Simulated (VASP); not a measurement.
# P (Pm-3m) in VASP: single point with PBEsol+D3(BJ)

Aim: the single point of P with PBEsol+D3(BJ).

All numbers are computed with VASP 6.6.1; they aren't measurements. Logs are shortened: lines on timing, memory, paths and dates and some standing lists are left out, and cuts for length are marked.

### Step 1. The cell of the first run

It takes space group Pm-3m (No. 221, cubic). Conventional cell: a = 2.391 Å, b = 2.391 Å, c = 2.391 Å, α = 90.00°, β = 90.00°, γ = 90.00°. P (site symmetry m-3m) has 6 P at 2.39 Å within 3.2 Å.

This isn't the form of P at room conditions, which is orthorhombic.

### Step 2. Single point, PBEsol+D3(BJ)

POSCAR reads:

```
P
1.0
    2.3904808298      0.0000000000      0.0000000000
    0.0000000000      2.3904808298      0.0000000000
    0.0000000000      0.0000000000      2.3906484180
P
1
Direct
    0.0000000000      0.0000000000      0.0000000000
```

INCAR.step1 reads:

```
PREC = Accurate
ENCUT = 520
EDIFF = 1E-7
ISMEAR = 0
SIGMA = 0.1
LREAL = F
LASPH = T
NELM = 100
ALGO = Normal
ISIF = 2
LWAVE = F
LCHARG = T
GGA = PS
IVDW = 12
NBANDS = 8
```

KPOINTS.step1 reads:

```
Automatic mesh
0
Gamma
  18 18 18
```

INCAR.step2 reads:

```
PREC = Accurate
ENCUT = 520
EDIFF = 1E-7
ISMEAR = -5
SIGMA = 0.1
LREAL = F
LASPH = T
NELM = 100
ALGO = Normal
ISIF = 2
LWAVE = F
LCHARG = F
GGA = PS
IVDW = 12
LORBIT = 11
NBANDS = 8
NEDOS = 2001
ICHARG = 11
```

KPOINTS.step2 reads:

```
Automatic mesh
0
Gamma
  27 27 27
```

Potentials or basis: VASP PAW PBE potentials, release 64 (P).

Started as:

```console
$ cat potpaw_PBE.64/P/POTCAR > POTCAR
$ cp INCAR.step1 INCAR
$ cp KPOINTS.step1 KPOINTS
$ mpirun -np 1 vasp_std > vasp.out
$ cp INCAR.step2 INCAR
$ cp KPOINTS.step2 KPOINTS
$ mpirun -np 1 vasp_std > vasp.out
```

OUTCAR:

```text
PREC = Accurate
   ENCUT = 520
   EDIFF = 1E-7
   ISMEAR = -5
   LREAL = F
   LASPH = T
   NELM = 100
   ISIF = 2
   GGA = PS
   IVDW = 12
   LORBIT = 11
   ICHARG = 11
 IVDW          = 12

 ion  position               nearest neighbor table
   1  0.000  0.000  0.000-

  LATTYP: Found a simple tetragonal cell.
 ALAT       =     2.3904808298
 C/A-ratio  =     1.0000701065

  Lattice vectors:

 A1 = (   2.3904808298,   0.0000000000,   0.0000000000)
 A2 = (   0.0000000000,   2.3904808298,   0.0000000000)
 A3 = (   0.0000000000,   0.0000000000,   2.3906484180)

Analysis of symmetry for initial positions (statically):
=====================================================================
 Subroutine PRICEL returns:
 Original cell was already a primitive cell.

 Routine SETGRP: Setting up the symmetry group for a
 simple tetragonal supercell.

 Subroutine GETGRP returns: Found 16 space group operations
 (whereof 16 operations were pure point group operations)
 out of a pool of 16 trial point group operations.

The static configuration has the point symmetry D_4h.

Analysis of symmetry for dynamics (positions and initial velocities):
=====================================================================
 Subroutine PRICEL returns:
 Original cell was already a primitive cell.

 Routine SETGRP: Setting up the symmetry group for a
 simple tetragonal supercell.

 Subroutine GETGRP returns: Found 16 space group operations
 (whereof 16 operations were pure point group operations)
 out of a pool of 16 trial point group operations.

The dynamic configuration has the point symmetry D_4h.

 Subroutine INISYM returns: Found 16 space group operations
 (whereof 16 operations are pure point group operations),
 and found     1 'primitive' translations

----------------------------------------------------------------------------------------

                                     Primitive cell

  volume of cell :      13.6611

  direct lattice vectors                    reciprocal lattice vectors
     2.390480830  0.000000000  0.000000000     0.418325881  0.000000000  0.000000000
     0.000000000  2.390480830  0.000000000     0.000000000  0.418325881  0.000000000
     0.000000000  0.000000000  2.390648418     0.000000000  0.000000000  0.418296556

  length of vectors
[... 84 lines left out ...]
   EDIFFG = 0.1E-05   stopping-criterion for IOM
   NSW    =      0    number of steps for IOM
   IBRION =     -1    ionic relax: 0-MD 1-quasi-New 2-CG
   NFREE  =      0    steps in history (QN), initial steepest desc. (CG)
   ISIF   =      2    stress and relaxation
   ISYM   =      2    0-nonsym 1-usesym 2-fastsym
   POTIM  = 0.5000    time-step for ionic-motion
   TEBEG  =    0.0;   TEEND  =   0.0 temperature during run
   PSTRESS=    0.0 pullay stress
   NELECT =       5.0000    total number of electrons
   NUPDOWN=      -1.0000    fix difference up-down
   EMIN   =  10.00;   EMAX   =-10.00  energy-range for DOS
   EFERMI =   0.00;   METHOD = LEGACY
   ISMEAR =    -5;   SIGMA  =   0.10  broadening in eV -4-tet -1-fermi 0-gaus
   EFERMI_NEDOS =   21; number of points for ismear=-14 and -15
   IALGO  =     38    algorithm
   IMIX   =      4    mixing-type and parameters
     AMIX     =   0.40;   BMIX     =  1.00
     AMIX_MAG =   1.60;   BMIX_MAG =  1.00
  volume/ion in A,a.u.               =      13.66        92.19
  Fermi-wavevector in a.u.,A,eV,Ry     =   1.171034  2.212933 18.657942  1.371320
  Thomas-Fermi vector in A             =   2.307484
   LORBIT       =     11    0 simple, 1 ext, 2 COOP (PROOUT), +10 PAW based schemes
   GGA     = PS    functional components
   LHFCALC =     F    Hartree Fock is set to
   AEXX    =    0.0000 exact exchange contribution
   IVDW    =    12    specifies the selected vdW correction
   LEPSILON=     F    determine dielectric tensor
   LRPA    =     F    only Hartree local field effects (RPA)
 non-spin polarized calculation
 Fermi weights with tetrahedron method with Bloechl corrections
  energy-cutoff  :      520.00
  volume of cell :       13.66
 maximum number of plane-waves:       384
 NGX is ok and might be reduce to    18

 number of electron       4.9999999 magnetization

 Free energy of the ion-electron system (eV)
  ---------------------------------------------------
  ext. energy  EPLUGINS =         0.00000000
  ---------------------------------------------------
  free energy    TOTEN  =        -5.76373452 eV

  energy without entropy =       -5.76373452  energy(sigma->0) =       -5.76373452

 E-fermi :  10.5626     XC(G=0): -11.6558

 val. band max:       10.5720201385   @ k =   0.2222   0.2222   0.3333
 cond. band min:      10.5046298335   @ k =   0.4815   0.4444   0.4815
 fundamental gap:     -0.0673903051
 Fermi energy:        10.5626477255

 k-point     1 :       0.0000    0.0000    0.0000
  band No.  band energies     occupation
      1      -6.6566      2.00000
      2      15.8847      0.00000
      3      15.8878      0.00000
      4      15.8878      0.00000
      5      17.2723      0.00000
      6      17.2732      0.00000
      7      25.3759      0.00000
      8      35.8937      0.00000
[... 243 lines left out ...]
 k-point    24 :       0.3704    0.0370    0.0000
  band No.  band energies     occupation
      1      -3.4707      2.00000
      2       3.5605      2.00000
      3      17.4130      0.00000
      4      18.2294      0.00000
      5      20.1079      0.00000
      6      25.4079      0.00000
      7      26.6951      0.00000
      8      26.7206      0.00000

 [... further k-points ...]

------------------------ aborting loop because EDIFF is reached ----------------------------------------

 Edisp (eV)   -0.41501

 E8    (eV) :    -0.2462

  FORCE on cell =-STRESS in cart. coord.  units (eV):
  Direction    XX          YY          ZZ          XY          YZ          ZX
  --------------------------------------------------------------------------------------
  -------------------------------------------------------------------------------------
  Total       0.02393     0.02393     0.02390     0.00000    -0.00000     0.00000
  in kB       2.80608     2.80608     2.80269     0.00000    -0.00000     0.00000
  external pressure =        2.80 kB  Pullay stress =        0.00 kB

 VOLUME and BASIS-vectors are now :
 -----------------------------------------------------------------------------
  energy-cutoff  :      520.00
  volume of cell :       13.66
      direct lattice vectors                 reciprocal lattice vectors
     2.390480830  0.000000000  0.000000000     0.418325881  0.000000000  0.000000000
     0.000000000  2.390480830  0.000000000     0.000000000  0.418325881  0.000000000
     0.000000000  0.000000000  2.390648418     0.000000000  0.000000000  0.418296556

 POSITION                                       TOTAL-FORCE (eV/Angst)
 -----------------------------------------------------------------------------------
      0.00000      0.00000      0.00000         0.000000      0.000000      0.000000
 -----------------------------------------------------------------------------------
    total drift:                               -0.000000     -0.000000      0.000000

  FREE ENERGIE OF THE ION-ELECTRON SYSTEM (eV)
  ---------------------------------------------------
  free  energy   TOTEN  =        -6.1787484781 eV

  energy  without entropy=       -6.1787484781  energy(sigma->0) =       -6.17874848

 total charge

# of ion       s       p       d       tot
------------------------------------------
    1        1.060   1.362   0.000   2.422
```

OSZICAR.step1:

```text
N       E                     dE             d eps       ncg     rms          rms(c)
DAV:   1     0.619814272147E-01    0.61981E-01   -0.21929E+03  9344   0.456E+02
DAV:   2    -0.571848739265E+01   -0.57805E+01   -0.54833E+01 12768   0.495E+01
DAV:   3    -0.576976912350E+01   -0.51282E-01   -0.51216E-01  9968   0.516E+00
DAV:   4    -0.576983470257E+01   -0.65579E-04   -0.65578E-04 14160   0.198E-01
DAV:   5    -0.576983475686E+01   -0.54291E-07   -0.53249E-07  9952   0.307E-03    0.508E+00
DAV:   6    -0.576168111020E+01    0.81536E-02   -0.87211E-04 11088   0.207E-01    0.299E+00
DAV:   7    -0.575693960637E+01    0.47415E-02   -0.19057E-03  9136   0.337E-01    0.879E-02
DAV:   8    -0.575696391195E+01   -0.24306E-04   -0.42369E-05 13432   0.574E-02    0.164E-02
DAV:   9    -0.575696569440E+01   -0.17825E-05   -0.12301E-06 10720   0.920E-03    0.201E-03
DAV:  10    -0.575696575175E+01   -0.57349E-07   -0.37220E-08 10264   0.140E-03
   1 F= -.61719797E+01 E0= -.61710950E+01  d E =-.176933E-02
```

It took 45 s on 1 thread of Intel Xeon 6975P-C (Granite Rapids), shared host; peak memory 0.26 GiB.

Results:

| Quantity | Value |
| --- | --- |
| Valence electrons inside the program's atomic spheres | P 2.42 |
| Dispersion energy per atom | -0.415 eV |

Caveat: the PAW data sets were made with another functional, which shifts forces and pressure a little; tetrahedron occupations give inexact forces and stress in metals.
